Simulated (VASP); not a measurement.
# AlO2 (Pnma) in VASP: single point with PBE

Aim: the single point of AlO2 with PBE.

All numbers are computed with VASP 6.6.1; they aren't measurements. Logs are shortened: lines on timing, memory, paths and dates and some standing lists are left out, and cuts for length are marked.

## Step 1: The cell of the first run

Symmetry: Pnma, No. 62, orthorhombic system. Conventional cell: a = 9.491 Å, b = 2.876 Å, c = 4.121 Å, α = 90.00°, β = 90.00°, γ = 90.00°. Al (site symmetry m) has 6 O at 1.87 to 1.95 Å within 2.5 Å. O (site symmetry m) has 3 Al at 1.87 to 1.89 Å and 2 O at 2.28 to 2.54 Å within 2.6 Å. Within 2.6 Å of O (site symmetry m) lie 3 Al at 1.93 to 1.95 Å and 4 O at 2.28 to 2.54 Å.

## Step 2: Single point, PBE

The input, INCAR:

```
ALGO = Normal
EDIFF = 1E-6
ENCUT = 520
GGA = PE
ISIF = 2
ISMEAR = -1
LASPH = True
LCHARG = False
LREAL = False
LWAVE = False
NBANDS = 42
NELM = 60
PREC = Accurate
SIGMA = 0.1
```

The input, KPOINTS:

```
k-points
0
Gamma
  3 8 5
```

The input, POSCAR:

```
AlO2
1.0
    9.4912800060      0.0000000000      0.0000000000
    0.0000000000      2.8760354307      0.0000000000
    0.0000000000      0.0000000000      4.1210845108
Al O
4 8
Direct
    0.1375102115      0.2500000000      0.9118415311
    0.8624897885      0.7500000000      0.0881584689
    0.3624897885      0.7500000000      0.4118415311
    0.6375102115      0.2500000000      0.5881584689
    0.8070252740      0.2500000000      0.3552479813
    0.1929747260      0.7500000000      0.6447520187
    0.6929747260      0.7500000000      0.8552479813
    0.3070252740      0.2500000000      0.1447520187
    0.9381408578      0.2500000000      0.8191897861
    0.0618591422      0.7500000000      0.1808102139
    0.5618591422      0.7500000000      0.3191897861
    0.4381408578      0.2500000000      0.6808102139
```

Potentials or basis: VASP PAW PBE potentials, release 64 (Al, O).

The run is started by

```console
$ cat potpaw_PBE.64/Al/POTCAR potpaw_PBE.64/O/POTCAR > POTCAR
$ mpirun -np 1 vasp_std > vasp.out
```

OUTCAR:

```text
EDIFF = 1E-6
   ENCUT = 520
   GGA = PE
   ISIF = 2
   ISMEAR = -1
   LASPH = True
   LREAL = False
   NELM = 60
   PREC = Accurate

 ion  position               nearest neighbor table
   1  0.138  0.250  0.912-   8 1.87   6 1.89   6 1.89   9 1.93  10 1.95  10 1.95   2 3.07   2 3.07
                             3 3.30   3 3.30   3 3.30   3 3.30
   2  0.862  0.750  0.088-   7 1.87   5 1.89   5 1.89  10 1.93   9 1.95   9 1.95   1 3.07   1 3.07
                             4 3.30   4 3.30   4 3.30   4 3.30
   3  0.362  0.750  0.412-   6 1.87   8 1.89   8 1.89  11 1.93  12 1.95  12 1.95   4 3.07   4 3.07
                             1 3.30   1 3.30   1 3.30   1 3.30
   4  0.638  0.250  0.588-   5 1.87   7 1.89   7 1.89  12 1.93  11 1.95  11 1.95   3 3.07   3 3.07
                             2 3.30   2 3.30   2 3.30   2 3.30
   5  0.807  0.250  0.355-   4 1.87   2 1.89   2 1.89
   6  0.193  0.750  0.645-   3 1.87   1 1.89   1 1.89
   7  0.693  0.750  0.855-   2 1.87   4 1.89   4 1.89
   8  0.307  0.250  0.145-   1 1.87   3 1.89   3 1.89
   9  0.938  0.250  0.819-   1 1.93   2 1.95   2 1.95
  10  0.062  0.750  0.181-   2 1.93   1 1.95   1 1.95
  11  0.562  0.750  0.319-   3 1.93   4 1.95   4 1.95
  12  0.438  0.250  0.681-   4 1.93   3 1.95   3 1.95

  LATTYP: Found a simple orthorhombic cell.
 ALAT       =     2.8760354307
 B/A-ratio  =     1.4329046391
 C/A-ratio  =     3.3001262449

  Lattice vectors:

 A1 = (   0.0000000000,   2.8760354307,   0.0000000000)
 A2 = (   0.0000000000,   0.0000000000,   4.1210845108)
 A3 = (   9.4912800060,   0.0000000000,   0.0000000000)

Analysis of symmetry for initial positions (statically):
=====================================================================
 Subroutine PRICEL returns:
 Original cell was already a primitive cell.

 Routine SETGRP: Setting up the symmetry group for a
 simple orthorhombic supercell.

 Subroutine GETGRP returns: Found  8 space group operations
 (whereof  2 operations were pure point group operations)
 out of a pool of  8 trial point group operations.

The static configuration has the point symmetry S_2 .
 The point group associated with its full space group is D_2h.

Analysis of symmetry for dynamics (positions and initial velocities):
=====================================================================
 Subroutine PRICEL returns:
 Original cell was already a primitive cell.

 Routine SETGRP: Setting up the symmetry group for a
[... 132 lines left out ...]
   NFREE  =      0    steps in history (QN), initial steepest desc. (CG)
   ISIF   =      2    stress and relaxation
   ISYM   =      2    0-nonsym 1-usesym 2-fastsym
   POTIM  = 0.5000    time-step for ionic-motion
   TEBEG  =    0.0;   TEEND  =   0.0 temperature during run
   PSTRESS=    0.0 pullay stress
   NELECT =      60.0000    total number of electrons
   NUPDOWN=      -1.0000    fix difference up-down
   EMIN   =  10.00;   EMAX   =-10.00  energy-range for DOS
   EFERMI =   0.00;   METHOD = LEGACY
   ISMEAR =    -1;   SIGMA  =   0.10  broadening in eV -4-tet -1-fermi 0-gaus
   EFERMI_NEDOS =   21; number of points for ismear=-14 and -15
   IALGO  =     38    algorithm
   IMIX   =      4    mixing-type and parameters
     AMIX     =   0.40;   BMIX     =  1.00
     AMIX_MAG =   1.60;   BMIX_MAG =  1.00
  volume/ion in A,a.u.               =       9.37        63.26
  Fermi-wavevector in a.u.,A,eV,Ry     =   1.327644  2.508884 23.982165  1.762639
  Thomas-Fermi vector in A             =   2.456941
   LORBIT       =      0    0 simple, 1 ext, 2 COOP (PROOUT), +10 PAW based schemes
   GGA     = PE    functional components
   LHFCALC =     F    Hartree Fock is set to
   AEXX    =    0.0000 exact exchange contribution
   IVDW    =     0    specifies the selected vdW correction
   LEPSILON=     F    determine dielectric tensor
   LRPA    =     F    only Hartree local field effects (RPA)
 non-spin polarized calculation
  energy-cutoff  :      520.00
  volume of cell :      112.49
 maximum number of plane-waves:      3065
 NGX is ok and might be reduce to    70
   NGX = 35   NGY = 11   NGZ = 15

 number of electron      60.0000001 magnetization

 Free energy of the ion-electron system (eV)
  ---------------------------------------------------
  ext. energy  EPLUGINS =         0.00000000
  ---------------------------------------------------
  free energy    TOTEN  =       -80.14571824 eV

  energy without entropy =      -79.96726459  energy(sigma->0) =      -80.05649142

 E-fermi :   4.4484     XC(G=0): -11.0549

 val. band max:        4.3917578156   @ k =   0.0000   0.3750   0.0000
 cond. band min:       4.4509719982   @ k =   0.0000   0.3750   0.0000
 fundamental gap:      0.0592141827
 Fermi energy:         4.4483646524

 k-point     1 :       0.0000    0.0000    0.0000
  band No.  band energies     occupation
      1     -14.9822      2.00000
      2     -14.2589      2.00000
      3     -14.1054      2.00000
      4     -12.6898      2.00000
      5     -12.5353      2.00000
      6     -12.2151      2.00000
[... 1069 lines left out ...]
     41      17.5546      0.00000
     42      17.8182      0.00000

 [... further k-points ...]
[... 5 lines left out ...]
  --------------------------------------------------------------------------------------
  -------------------------------------------------------------------------------------
  Total       -0.0310411      0.0193728     -0.1027921      0.0000000     -0.0000000      0.0000000
  in kB       -0.4420970      0.2759125     -1.4639963      0.0000000     -0.0000000      0.0000000
  external PRESSURE =      -0.5433936 kB  Pullay stress =       0.0000000 kB

 VOLUME and BASIS-vectors are now :
 -----------------------------------------------------------------------------
  energy-cutoff  :      520.00
  volume of cell :      112.49
      direct lattice vectors                 reciprocal lattice vectors
     9.491280006  0.000000000  0.000000000     0.105359867  0.000000000  0.000000000
     0.000000000  2.876035431  0.000000000     0.000000000  0.347700863  0.000000000
     0.000000000  0.000000000  4.121084511     0.000000000  0.000000000  0.242654572

 POSITION                                       TOTAL-FORCE (eV/Angst)
 -----------------------------------------------------------------------------------
      1.30515      0.71901      3.75778         0.006095      0.000000     -0.011310
      8.18613      2.15703      0.36331        -0.006095     -0.000000      0.011310
      3.44049      2.15703      1.69723        -0.006095      0.000000     -0.011310
      6.05079      0.71901      2.42385         0.006095      0.000000      0.011310
      7.65970      0.71901      1.46401        -0.004903     -0.000000      0.001949
      1.83158      2.15703      2.65708         0.004903     -0.000000     -0.001949
      6.57722      2.15703      3.52455         0.004903     -0.000000      0.001949
      2.91406      0.71901      0.59654        -0.004903      0.000000     -0.001949
      8.90416      0.71901      3.37595        -0.005972     -0.000000     -0.005421
      0.58712      2.15703      0.74513         0.005972      0.000000      0.005421
      5.33276      2.15703      1.31541         0.005972      0.000000     -0.005421
      4.15852      0.71901      2.80568        -0.005972      0.000000      0.005421
 -----------------------------------------------------------------------------------
    total drift:                                0.000000     -0.000000      0.000000

  FREE ENERGIE OF THE ION-ELECTRON SYSTEM (eV)
  ---------------------------------------------------
  free  energy   TOTEN  =       -80.1457182405 eV

  energy  without entropy=      -79.9672645939  energy(sigma->0) =      -80.05649142
```

Run time: 4 min. Hardware: 1 thread of Intel Xeon 8259CL, shared host; peak memory 0.27 GiB.

Results:

```
Free energy            : -80.1457 eV
Pressure               : -0.1 GPa
Largest force          : 0.013 eV/Å
Band gap on the k mesh : zero (bands 30 and 31 overlap by 0.13 eV)
```

Forces in eV/Å, atoms in the order of the input:
```
Al   0.006  0.000 -0.011
Al  -0.006  0.000  0.011
Al  -0.006  0.000 -0.011
Al   0.006  0.000  0.011
O   -0.005  0.000  0.002
O    0.005  0.000 -0.002
O    0.005  0.000  0.002
O   -0.005  0.000 -0.002
O   -0.006  0.000 -0.005
O    0.006  0.000  0.005
O    0.006  0.000 -0.005
O   -0.006  0.000  0.005
```

Stress tensor (GPa, compression positive):
```
-0.04  0.00  0.00
 0.00  0.03  0.00
 0.00  0.00 -0.15
```

The gap in the log of VASP goes by the Fermi energy; the results here count the filled bands.